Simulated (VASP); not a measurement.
Set up this calculation in VASP 6.6.1, as the native input.

| Item | Value |
| --- | --- |
| Task | single point |
| Functional | PBE |
| Potentials or basis | VASP PAW PBE potentials, release 64 (Ca_sv, O) |
| Cutoff | 520 eV |
| k mesh | 10 × 10 × 10 |
| Occupations | fermi-dirac, width 0.02 eV |
| Spin | no spin polarisation |
| Dipole correction | no |
| Further INCAR settings | ALGO = Normal; EDIFF = 1e-06; NBANDS = 15 |

The structure of CaO lies in POSCAR:

```
CaO
1.0
    0.0000000000      2.3975501265      2.3855623759
    2.3975501265      0.0000000000      2.3855623759
    2.3975501265      2.3975501265      0.0000000000
Ca O
1 1
Direct
    0.0000000000      0.0000000000      0.0000000000
    0.5000000000      0.5000000000      0.5000000000
```

This cell differs from its parent crystal: uniaxial z strain -0.5%.

One way to write it, as run:

INCAR

```
PREC = Accurate ; ENCUT = 520
EDIFF = 1E-6 ; ISMEAR = -1
SIGMA = 0.02 ; LREAL = F
LASPH = T ; NELM = 80
ALGO = Normal ; ISIF = 2
LWAVE = F ; LCHARG = T
GGA = PE ; LELF = T
LVHAR = T ; NBANDS = 15
```

KPOINTS

```
Automatic mesh
0
Gamma
  10 10 10
```

Potentials or basis: VASP PAW PBE potentials, release 64 (Ca_sv, O).

Command:

```sh
$ cat potpaw_PBE.64/Ca_sv/POTCAR potpaw_PBE.64/O/POTCAR > POTCAR
$ mpirun -np 1 vasp_std > vasp.out
```

It gave:

| Quantity | Value |
| --- | --- |
| Pressure | 3.7 GPa |
| Band gap on the k mesh | 3.61 eV, indirect (least direct gap 4.00 eV) |

Caveat: the cell differs from its parent crystal (uniaxial z strain -0.5%).

Run time: 70 s on 1 thread of Intel Xeon 8259CL (shared host), peak memory 0.19 GiB.
